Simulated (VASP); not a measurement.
Input of a VASP 6.6.1 run:

Contents of INCAR:

```
SYSTEM = SnO
PREC = Accurate
ENCUT = 520
EDIFF = 1E-6
ISMEAR = 0
SIGMA = 0.05
LREAL = .False.
LASPH = .True.
NELM = 60
ALGO = Normal
ISIF = 2
LWAVE = .False.
LCHARG = .False.
LDIPOL = .True.
IDIPOL = 3
DIPOL = 0.5 0.5 0.398
GGA = PE
IVDW = 12
NBANDS = 50
```

KPOINTS

```
regular mesh
0
Gamma
  7 7 1
  0 0 0
```

POSCAR

```
SnO
1.0
    3.8206508913      0.0000053027      0.0000000000
   -0.0000053027      3.8206508913      0.0000000000
    0.0000000000      0.0000000000     22.2280090175
Sn O
4 4
Direct
    0.9998498382      0.9998502820      0.2024472816
    0.4998498382      0.4998491757      0.3086893611
    0.4998498382      0.8331825090      0.4871787802
   -0.0001501619      0.3331814027      0.5934212409
    0.9998498382      0.4998508309      0.2555892795
    0.4998498382      0.9998512766      0.2555787398
    0.4998498382      0.3331830579      0.5402899926
   -0.0001501618      0.8331835036      0.5402794841
```

Potentials or basis: VASP PAW PBE potentials, release 64 (Sn_d, O).

Launch:

```bash
$ cat potpaw_PBE.64/Sn_d/POTCAR potpaw_PBE.64/O/POTCAR > POTCAR
$ mpirun -np 1 vasp_std > vasp.out
```

(1) What does it give for the band gap on the k mesh?

(2) What does it give for the largest force?

## Answers

(1) 2.27 eV (least direct gap 2.50 eV).

(2) 0.096 eV/Å.

Caveat: the cell differs from its parent crystal (layers slid over each other, then relaxed in part); spin-orbit coupling is left out, which moves the levels of the heavy elements.
